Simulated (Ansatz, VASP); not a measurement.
**Be in VASP and in Ansatz**

The input INCAR:

```
SYSTEM = Be
  ALGO = Normal
  EDIFF = 1E-7
  ENCUT = 520
  GGA = PS
  ISIF = 2
  ISMEAR = -1
  LASPH = .TRUE.
  LCHARG = .FALSE.
  LREAL = .FALSE.
  LWAVE = .FALSE.
  NBANDS = 12
  NELM = 80
  PREC = Accurate
  SIGMA = 0.05
```

The input KPOINTS:

```
k-points
0
G
  9 9 14
  0 0 0
```

POSCAR

```
Be
1.0
    3.8592184200      0.0000000000      0.0000000000
    0.0000000000      3.8592184200      0.0000000000
    0.0000000000      0.0000000000      2.2812800000
Be
4
Direct
    0.2974080000      0.2974080000      0.0000000000
    0.7025920000      0.7025920000      0.0000000000
    0.2025920000      0.7974080000      0.5000000000
    0.7974080000      0.2025920000      0.5000000000
```

Input for Ansatz:

```yaml
crystal:
  lattice:
    - [3.85921842, 0.0, 0.0]
    - [0.0, 3.85921842, 0.0]
    - [0.0, 0.0, 2.28128]
  atoms:
    - { symbol: Be, position: [0.297408, 0.297408, 0.0] }
    - { symbol: Be, position: [0.702592, 0.702592, 0.0] }
    - { symbol: Be, position: [0.202592, 0.797408, 0.5] }
    - { symbol: Be, position: [0.797408, 0.202592, 0.5] }
kpoints:
  mp_grid: { grid: [9, 9, 14] }
  band_path:
    path:
      - [0.0, 0.0, 0.0]
      - [0.0, 0.5, 0.0]
      - [0.5, 0.5, 0.0]
      - [0.0, 0.0, 0.0]
      - [0.0, 0.0, 0.5]
      - [0.0, 0.5, 0.5]
      - [0.5, 0.5, 0.5]
      - [0.0, 0.0, 0.5]
      - [0.0, 0.5, 0.0]
    npoints: 5
scf:
  occupations: { method: fermi_dirac, width: 0.05 }
hamiltonian:
  xc: pbesol
  pseudopotentials: { kind: all_electron, lapw: { basis_error: 0.001 } }
output:
  forces: true
  stress: true
  eigenvalues: true
```

Change from the starting cell: equal xx and yy strain of +3 %.

Alike in both runs: task single point; functional PBEsol; k mesh 9 × 9 × 14; occupations fermi-dirac, width 0.05 eV; no spin polarisation.

```csv
,VASP,Ansatz
version,VASP 6.6.1,Ansatz 0.2.0
potentials or method,"VASP PAW PBE potentials, release 64 (Be), cutoff 520 eV","all-electron LAPW, scalar-relativistic"
```

VASP gave:

- pressure (GPa): -6.8
- traceless stress, the component that is largest in VASP (GPa): 2.20
- rms of the force components (eV/Å): 0.070

**Question.** Estimate Ansatz's values.

**Answer.** Pressure (GPa): -7.1; traceless stress, the component that is largest in VASP (GPa): 2.19; rms of the force components (eV/Å): 0.072.

VASP's potentials were made for PBE, not for PBEsol. Atom by atom the forces differ by 0.001 eV/Å (rms over components). Ansatz ran all-electron here, and VASP with PAW potentials.
